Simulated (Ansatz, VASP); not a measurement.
**CuO, level by level in two programs**

```xyz
4
Lattice="2.3261 -1.6998 0.0000 2.3261 1.6998 0.0000 -0.8443 0.0000 5.0239" Properties=species:S:1:pos:R:3 pbc="T T T"
Cu    0.7409   -0.8499    2.5120
Cu    1.1631    0.8499    0.0000
O     1.6929    0.2774    3.7679
O     2.1151   -0.2774    1.2560
```

Single points on this cell with VASP 6.6.1 and Ansatz 0.2.0. Each row is one pair of runs. Alike in all rows: spin: off; k mesh: 10 × 10 × 5; smearing: fermi-dirac, width 0.05 eV; VASP's potentials, cutoff: VASP PAW PBE potentials, release 64 (Cu, O), 520 eV.

| level | Ansatz's potentials, cutoff | gap on the k mesh at the Fermi level (eV), VASP | gap on the k mesh at the Fermi level (eV), Ansatz | pressure (GPa), VASP | pressure (GPa), Ansatz | rms of the force components (eV/Å), VASP | rms of the force components (eV/Å), Ansatz |
| --- | --- | --- | --- | --- | --- | --- | --- |
| BLYP+D3(BJ) | Ansatz PAW, 420 eV | none | none | 7.6 | 6.6 | 0.045 | 0.067 |
| r2SCAN | Ansatz PAW, 500 eV | none | none | 3.6 | 2.5 | 0.071 | 0.090 |
| revPBE+D3(BJ) | Ansatz PAW, 420 eV | none | ? | 5.4 | ? | 0.042 | ? |

**Question.** Fill in what Ansatz gave in row 3.

**Answer.** gap on the k mesh at the Fermi level (eV): none; pressure (GPa): 4.6; rms of the force components (eV/Å): 0.061.

VASP's potentials hold 34 valence electrons a cell and Ansatz's 50, so a difference there can come from the potentials and not from the codes.

A gap of «none» marks a metal or a gap that the smearing closes.
